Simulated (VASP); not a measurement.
Input of a VASP 6.6.1 run:

The input INCAR:

```
ALGO = Normal
EDIFF = 1E-6
ENCUT = 520
GGA = PE
ISIF = 2
ISMEAR = 0
LASPH = True
LCHARG = False
LREAL = False
LWAVE = False
NBANDS = 46
NELM = 60
PREC = Accurate
SIGMA = 0.01
```

The input KPOINTS:

```
k-points
0
Gamma
  9 9 2
```

POSCAR

```
GaN
1.0
    3.1846345921      0.0000000000      0.0000000000
   -1.5923172961      2.7579744586      0.0000000000
    0.0000000000      0.0000000000     10.3893847276
Ga N
4 4
Direct
    0.0000000000      0.0000000000     -0.0003500022
    0.3333333333      0.6666666667      0.2499403971
    0.0000000000      0.0000000000      0.4996499978
    0.6666666667      0.3333333333      0.7499403971
    0.0000000000      0.0000000000      0.1876293213
    0.3333333333      0.6666666667      0.4377802838
    0.0000000000      0.0000000000      0.6876293213
    0.6666666667      0.3333333333      0.9377802838
```

Potentials or basis: VASP PAW PBE potentials, release 64 (Ga_d, N).

The run is started by

```sh
$ cat potpaw_PBE.64/Ga_d/POTCAR potpaw_PBE.64/N/POTCAR > POTCAR
$ mpirun -np 1 vasp_std > vasp.out
```

Problem. Estimate the band gap on the k mesh.

Solution. 1.83 eV, direct.

Problem. Predict the pressure.

Solution. 5.8 GPa.

Problem. What does it give for the largest force?

Solution. 0.005 eV/Å.

Forces on the atoms (eV/Å):
```
Ga   0.000  0.000  0.005
Ga   0.000  0.000  0.000
Ga   0.000  0.000  0.005
Ga   0.000  0.000  0.000
N    0.000  0.000 -0.004
N    0.000  0.000 -0.001
N    0.000  0.000 -0.004
N    0.000  0.000 -0.001
```
